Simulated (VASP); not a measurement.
# HfO2 (R-3m) in VASP: notebook

Runs on HfO2. Level: r2SCAN. Tasks: single point.

Everything below comes from runs of VASP 6.6.1. Logs are shortened: lines on timing, memory, paths and dates and some standing lists are left out, and cuts for length are marked.

**1. The cell of the first run**

It takes space group R-3m (No. 166, trigonal). Conventional cell: a = 3.617 Å, b = 3.617 Å, c = 8.859 Å, α = 90.00°, β = 90.00°, γ = 120.00°. Hf (site symmetry -3m) has 8 O at 2.06 to 2.27 Å within 2.7 Å. O (site symmetry 3m) has 4 Hf at 2.06 to 2.27 Å and 6 O at 2.40 to 2.74 Å within 2.8 Å.

**2. Single point, r2SCAN (atoms displaced along a vibrational mode)**

Contents of POSCAR:

```
HfO2
1.0
    0.0000000000      2.5575000000      2.5575000000
    2.5575000000      0.0000000000      2.5575000000
    2.5575000000      2.5575000000      0.0000000000
Hf O
1 2
Direct
    0.0000000000      0.0000000000      0.0000000000
    0.2330689071      0.2330689071      0.2330689071
    0.7669310929      0.7669310929      0.7669310929
```

Contents of INCAR.step1:

```
SYSTEM = HfO2
ALGO = Normal
EDIFF = 1E-4
ENCUT = 520
GGA = PE
ISMEAR = 0
LASPH = .True.
LCHARG = .False.
LREAL = .False.
LWAVE = .True.
NBANDS = 18
NELM = 80
PREC = Accurate
SIGMA = 0.05
```

Contents of INCAR.step2:

```
SYSTEM = HfO2
ALGO = Normal
EDIFF = 1E-6
ENCUT = 520
ISIF = 2
ISMEAR = 0
ISTART = 1
LASPH = .True.
LCHARG = .True.
LELF = .True.
LMIXTAU = .True.
LREAL = .False.
LVHAR = .True.
LWAVE = .False.
METAGGA = R2SCAN
NBANDS = 18
NELM = 80
PREC = Accurate
SIGMA = 0.05
```

Contents of KPOINTS:

```
k-points
0
Gamma
  8 8 8
  0 0 0
```

Potentials or basis: VASP PAW PBE potentials, release 64 (Hf_pv, O).

Started as:

```bash
$ cat potpaw_PBE.64/Hf_pv/POTCAR potpaw_PBE.64/O/POTCAR > POTCAR
$ cp INCAR.step1 INCAR
$ mpirun -np 1 vasp_std > vasp.out
$ cp INCAR.step2 INCAR
$ mpirun -np 1 vasp_std > vasp.out
```

OUTCAR:

```text
SYSTEM = HfO2
   EDIFF = 1E-6
   ENCUT = 520
   ISIF = 2
   ISMEAR = 0
   ISTART = 1
   LASPH = .True.
   LREAL = .False.
   METAGGA = R2SCAN
   NELM = 80
   PREC = Accurate

 ion  position               nearest neighbor table
   1  0.000  0.000  0.000-   2 2.06   3 2.06   3 2.27   3 2.27   3 2.27   2 2.27   2 2.27   2 2.27

   2  0.233  0.233  0.233-   1 2.06   1 2.27   1 2.27   1 2.27
   3  0.767  0.767  0.767-   1 2.06   1 2.27   1 2.27   1 2.27

  LATTYP: Found a face centered cubic cell.
 ALAT       =     5.1150000000

  Lattice vectors:

 A1 = (   0.0000000000,   2.5575000000,   2.5575000000)
 A2 = (   2.5575000000,   0.0000000000,   2.5575000000)
 A3 = (   2.5575000000,   2.5575000000,   0.0000000000)

Analysis of symmetry for initial positions (statically):
=====================================================================
 Subroutine PRICEL returns:
 Original cell was already a primitive cell.

 Routine SETGRP: Setting up the symmetry group for a
 face centered cubic supercell.

 Subroutine GETGRP returns: Found 12 space group operations
 (whereof 12 operations were pure point group operations)
 out of a pool of 48 trial point group operations.

The static configuration has the point symmetry D_3d.

Analysis of symmetry for dynamics (positions and initial velocities):
=====================================================================
 Subroutine PRICEL returns:
 Original cell was already a primitive cell.

 Routine SETGRP: Setting up the symmetry group for a
 face centered cubic supercell.

 Subroutine GETGRP returns: Found 12 space group operations
 (whereof 12 operations were pure point group operations)
 out of a pool of 48 trial point group operations.

The dynamic configuration has the point symmetry D_3d.

 Subroutine INISYM returns: Found 12 space group operations
 (whereof 12 operations are pure point group operations),
 and found     1 'primitive' translations

----------------------------------------------------------------------------------------

                                     Primitive cell

  volume of cell :      33.4562

  direct lattice vectors                    reciprocal lattice vectors
     0.000000000  2.557500000  2.557500000    -0.195503421  0.195503421  0.195503421
     2.557500000  0.000000000  2.557500000     0.195503421 -0.195503421  0.195503421
     2.557500000  2.557500000  0.000000000     0.195503421  0.195503421 -0.195503421

  length of vectors
     3.616851186  3.616851186  3.616851186     0.338621859  0.338621859  0.338621859

  position of ions in fractional coordinates (direct lattice)
     0.000000000  0.000000000  0.000000000
     0.233068907  0.233068907  0.233068907
     0.766931093  0.766931093  0.766931093

  ion indices of the primitive-cell ions
   primitive index   ion index
                 1           1
                 2           2
                 3           3

----------------------------------------------------------------------------------------

 KPOINTS: k-points

Automatic generation of k-mesh.
 Grid dimensions read from file:
 generate k-points for:    8    8    8

 Generating k-lattice:

  Cartesian coordinates                     Fractional coordinates (reciprocal lattice)
    -0.024437928  0.024437928  0.024437928     0.125000000  0.000000000  0.000000000
     0.024437928 -0.024437928  0.024437928     0.000000000  0.125000000  0.000000000
     0.024437928  0.024437928 -0.024437928     0.000000000  0.000000000  0.125000000

  Length of vectors
     0.042327732  0.042327732  0.042327732

  Shift w.r.t. Gamma in fractional coordinates (k-lattice)
     0.000000000  0.000000000  0.000000000

 Subroutine IBZKPT returns following result:
 ===========================================

 Found     65 irreducible k-points:

 Following reciprocal coordinates:
            Coordinates               Weight
  0.000000  0.000000  0.000000      1.000000
  0.125000  0.000000  0.000000      6.000000
  0.125000  0.125000  0.125000      2.000000
  0.250000  0.000000  0.000000      6.000000
  0.250000  0.250000  0.250000      2.000000
  0.375000  0.000000  0.000000      6.000000
[... 16 lines left out ...]
 -0.250000  0.125000  0.000000     12.000000
  0.125000  0.125000  0.375000      6.000000
 [... further k-points ...]
   k-points           NKPTS =     65   k-points in BZ     NKDIM =     65   number of bands    NBANDS=     18
   number of dos      NEDOS =    301   number of ions     NIONS =      3
   total plane-waves  NPLWV =  21952
   dimension x,y,z NGX =    28 NGY =   28 NGZ =   28
   dimension x,y,z NGXF=    56 NGYF=   56 NGZF=   56
   ions per type =               1   2
   NGX,Y,Z   is equivalent  to a cutoff of  12.87, 12.87, 12.87 a.u.
   NGXF,Y,Z  is equivalent  to a cutoff of  25.74, 25.74, 25.74 a.u.
 SYSTEM =  HfO2
   PREC   = accura    normal or accurate (medium, high low for compatibility)
   ISTART =      1    job   : 0-new  1-cont  2-samecut
   ICHARG =      0    charge: 1-file 2-atom 10-const
   ISPIN  =      1    spin polarized calculation?
   LNONCOLLINEAR =      F non collinear calculations
   LSORBIT =      F    spin-orbit coupling
   LASPH  =      T    aspherical Exc in radial PAW
   ENCUT  =  520.0 eV  38.22 Ry    6.18 a.u.   6.72  6.72  6.72*2*pi/ulx,y,z
   NELM   =     80;   NELMIN=  2; NELMDL=  0     # of ELM steps
   EDIFF  = 0.1E-05   stopping-criterion for ELM
   LREAL  =      F    real-space projection
   EDIFFG = 0.1E-04   stopping-criterion for IOM
   NSW    =      0    number of steps for IOM
   IBRION =     -1    ionic relax: 0-MD 1-quasi-New 2-CG
   NFREE  =      0    steps in history (QN), initial steepest desc. (CG)
   ISIF   =      2    stress and relaxation
   ISYM   =      2    0-nonsym 1-usesym 2-fastsym
   POTIM  = 0.5000    time-step for ionic-motion
   TEBEG  =    0.0;   TEEND  =   0.0 temperature during run
   PSTRESS=    0.0 pullay stress
   NELECT =      22.0000    total number of electrons
   NUPDOWN=      -1.0000    fix difference up-down
   EMIN   =  10.00;   EMAX   =-10.00  energy-range for DOS
   EFERMI =   0.00;   METHOD = LEGACY
   ISMEAR =     0;   SIGMA  =   0.05  broadening in eV -4-tet -1-fermi 0-gaus
   EFERMI_NEDOS =   21; number of points for ismear=-14 and -15
   IALGO  =     38    algorithm
   IMIX   =      4    mixing-type and parameters
     AMIX     =   0.40;   BMIX     =  1.00
     AMIX_MAG =   1.60;   BMIX_MAG =  1.00
  volume/ion in A,a.u.               =      11.15        75.26
  Fermi-wavevector in a.u.,A,eV,Ry     =   1.423607  2.690227 27.574337  2.026657
  Thomas-Fermi vector in A             =   2.544186
   LORBIT       =      0    0 simple, 1 ext, 2 COOP (PROOUT), +10 PAW based schemes
   METAGGA = R2SCAN    functional components
   LHFCALC =     F    Hartree Fock is set to
   AEXX    =    0.0000 exact exchange contribution
   IVDW    =     0    specifies the selected vdW correction
   LEPSILON=     F    determine dielectric tensor
   LRPA    =     F    only Hartree local field effects (RPA)
 non-spin polarized calculation
 Gauss-broadening in eV      SIGMA  =   0.05
  energy-cutoff  :      520.00
  volume of cell :       33.46
 maximum number of plane-waves:       934
   NGX = 13   NGY = 13   NGZ = 13

 number of electron      21.9999994 magnetization

 Free energy of the ion-electron system (eV)
  ---------------------------------------------------
  ext. energy  EPLUGINS =         0.00000000
  ---------------------------------------------------
  free energy    TOTEN  =       -68.02452899 eV

  energy without entropy =      -68.02452899  energy(sigma->0) =      -68.02452899

 E-fermi :   4.0494     XC(G=0): -12.4146

 val. band max:        3.7465974505   @ k =   0.5000   0.5000   0.0000
 cond. band min:       7.9816136492   @ k =   0.0000   0.0000   0.0000
 fundamental gap:      4.2350161987
 Fermi energy:         4.0494025883

 k-point     1 :       0.0000    0.0000    0.0000
  band No.  band energies     occupation
      1     -27.0977      2.00000
      2     -27.0977      2.00000
      3     -27.0409      2.00000
      4     -15.9676      2.00000
      5     -12.9006      2.00000
      6      -1.9054      2.00000
[... 10 lines left out ...]
     17      15.8788      0.00000
     18      16.2707      0.00000

 k-point     2 :       0.1250    0.0000    0.0000
  band No.  band energies     occupation
      1     -27.1498      2.00000
      2     -27.1032      2.00000
      3     -27.0535      2.00000
      4     -15.7904      2.00000
      5     -13.0477      2.00000
      6      -1.7175      2.00000
[... 10 lines left out ...]
     17      15.4568      0.00000
     18      16.2565      0.00000

 k-point     3 :       0.1250    0.1250    0.1250
  band No.  band energies     occupation
      1     -27.1170      2.00000
      2     -27.1049      2.00000
      3     -27.1049      2.00000
      4     -15.7148      2.00000
      5     -13.0897      2.00000
      6      -1.4216      2.00000
[... 10 lines left out ...]
     17      15.3957      0.00000
     18      16.2643      0.00000

 k-point     4 :       0.2500    0.0000    0.0000
  band No.  band energies     occupation
      1     -27.2812      2.00000
      2     -27.1164      2.00000
      3     -27.0734      2.00000
      4     -15.3744      2.00000
      5     -13.3471      2.00000
      6      -1.2816      2.00000
[... 375 lines left out ...]
      4     -14.2221      2.00000
      5     -13.9339      2.00000
      6      -0.5742      2.00000
[... 10 lines left out ...]
     17      13.8186      0.00000
     18      16.2387      0.00000

 k-point    23 :      -0.2500    0.1250    0.0000
  band No.  band energies     occupation
      1     -27.3206      2.00000
      2     -27.1584      2.00000
      3     -27.0866      2.00000
      4     -15.1188      2.00000
      5     -13.5159      2.00000
      6      -1.3465      2.00000
[... 10 lines left out ...]
     17      14.3733      0.00000
     18      16.2436      0.00000

 k-point    24 :       0.1250    0.1250    0.3750
  band No.  band energies     occupation
      1     -27.3418      2.00000
      2     -27.1343      2.00000
      3     -27.1213      2.00000
      4     -15.0091      2.00000
      5     -13.5404      2.00000
      6      -1.0879      2.00000
[... 10 lines left out ...]
     17      15.1675      0.00000
     18      16.2463      0.00000

 [... further k-points ...]

------------------------ aborting loop because EDIFF is reached ----------------------------------------

  FORCE on cell =-STRESS in cart. coord.  units (eV):
  Direction    XX          YY          ZZ          XY          YZ          ZX
  --------------------------------------------------------------------------------------
  -------------------------------------------------------------------------------------
  Total       -1.3887337     -1.3887337     -1.3887337      0.9842513      0.9842513      0.9842513
  in kB      -66.5047461    -66.5047461    -66.5047461     47.1345815     47.1345815     47.1345815
  external PRESSURE =     -66.5047461 kB  Pullay stress =       0.0000000 kB

 VOLUME and BASIS-vectors are now :
 -----------------------------------------------------------------------------
  energy-cutoff  :      520.00
  volume of cell :       33.46
      direct lattice vectors                 reciprocal lattice vectors
     0.000000000  2.557500000  2.557500000    -0.195503421  0.195503421  0.195503421
     2.557500000  0.000000000  2.557500000     0.195503421 -0.195503421  0.195503421
     2.557500000  2.557500000  0.000000000     0.195503421  0.195503421 -0.195503421

 POSITION                                       TOTAL-FORCE (eV/Angst)
 -----------------------------------------------------------------------------------
      0.00000      0.00000      0.00000        -0.000000     -0.000000      0.000000
      1.19215      1.19215      1.19215         1.926422      1.926422      1.926422
      3.92285      3.92285      3.92285        -1.926422     -1.926422     -1.926422
 -----------------------------------------------------------------------------------
    total drift:                                0.000000      0.000000      0.000000

  FREE ENERGIE OF THE ION-ELECTRON SYSTEM (eV)
  ---------------------------------------------------
  free  energy   TOTEN  =       -68.0245289907 eV

  energy  without entropy=      -68.0245289907  energy(sigma->0) =      -68.02452899
```

Run time: 1.8 min. Hardware: 1 thread of AMD EPYC 9R45 (Zen 5), shared host; peak memory 0.16 GiB.

Results:

```yaml
Free_energy: -68.0245 eV
Pressure: -6.7 GPa
Largest_force: 3.337 eV/Å
Band_gap_on_the_k_mesh: 4.24 eV (least direct gap 4.27 eV)
```

Forces on the atoms (eV/Å):
```
Hf   0.000  0.000  0.000
O    1.926  1.926  1.926
O   -1.926 -1.926 -1.926
```

Levels at points of the mesh, in eV from the valence-band top:
```tsv
k point	band 9	band 10	band 11	band 12	band 13	band 14
(0.00, 0.00, 0.00)	-0.66	-0.66	-0.62	4.24	4.24	5.93
(0.50, 0.00, 0.00)	-2.61	-2.01	-1.20	4.52	5.20	7.17
(0.50, 0.50, 0.50)	-2.45	-2.45	-2.26	5.06	5.06	6.78
(0.50, 0.50, 0.00)	-2.21	-0.99	0.00	4.27	5.78	6.81
```

Caveat: the cell differs from its parent crystal (atoms displaced along a vibrational mode); the cell stands under tension; the PAW data sets were made with another functional, which shifts forces and pressure a little; spin-orbit coupling is left out, which moves the levels of the heavy elements. A k mesh can miss the band edges.

(Part 1 of 2 ends here.)
